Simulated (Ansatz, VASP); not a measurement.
# Si: VASP beside Ansatz

INCAR

```
PREC = Accurate ; ENCUT = 520
EDIFF = 1E-6 ; ISMEAR = 0
SIGMA = 0.1 ; LREAL = False
LASPH = True ; NELM = 100
ALGO = Normal ; ISIF = 2
LWAVE = False ; LCHARG = False
LDIPOL = True ; IDIPOL = 3
DIPOL = 0.5 0.5 0.500 ; GGA = PE
NBANDS = 11
```

Contents of KPOINTS:

```
Automatic mesh
0
Gamma
  15 15 1
```

POSCAR

```
Si
1.0
    3.8750000000      0.0000000000      0.0000000000
   -1.9375000000      3.3558484397      0.0000000000
    0.0000000000      0.0000000000     28.0000000000
Si
2
Direct
    0.3333333333      0.6666666667      0.5025535714
    0.6666666667      0.3333333333      0.4974464286
```

Input for Ansatz:

```yaml
crystal:
  lattice:
    - [3.875, 0.0, 0.0]
    - [-1.9375, 3.3558484397, 0.0]
    - [0.0, 0.0, 28.0]
  atoms:
    - { symbol: Si, position: [0.3333333333, 0.6666666667, 0.5025535714] }
    - { symbol: Si, position: [0.6666666667, 0.3333333333, 0.4974464286] }
  periodic: [true, true, false]
basis:
  ecutwfc: 420
kpoints:
  mp_grid: { grid: [15, 15, 1] }
hamiltonian:
  xc: pbe
  pseudopotentials: { kind: paw, azcp: { folder: soft_1 } }
scf:
  occupations: { method: gaussian, width: 0.1 }
output:
  forces: true
  stress: true
  eigenvalues: true
```

Alike in both runs: task single point; functional PBE; k mesh 15 × 15 × 1; occupations gaussian, width 0.1 eV; no spin polarisation.

```csv
,VASP,Ansatz
version,VASP 6.6.1,Ansatz 0.2.0
potentials or method,"VASP PAW PBE potentials, release 64 (Si), cutoff 520 eV","scalar-relativistic, plane waves, PAW"
valence electrons in the cell,8,8
```

```tsv
	VASP	Ansatz	Ansatz less VASP
gap on the k mesh at the Fermi level (eV)	none	none	-
rms of the force components (eV/Å)	0.068	0.068	0.0000
```

Atom by atom the forces differ by 0.000 eV/Å (rms over components). A gap of «none» marks a metal or a gap that the smearing closes. The functional is the same, so the differences come from potentials, cutoffs and numerics.
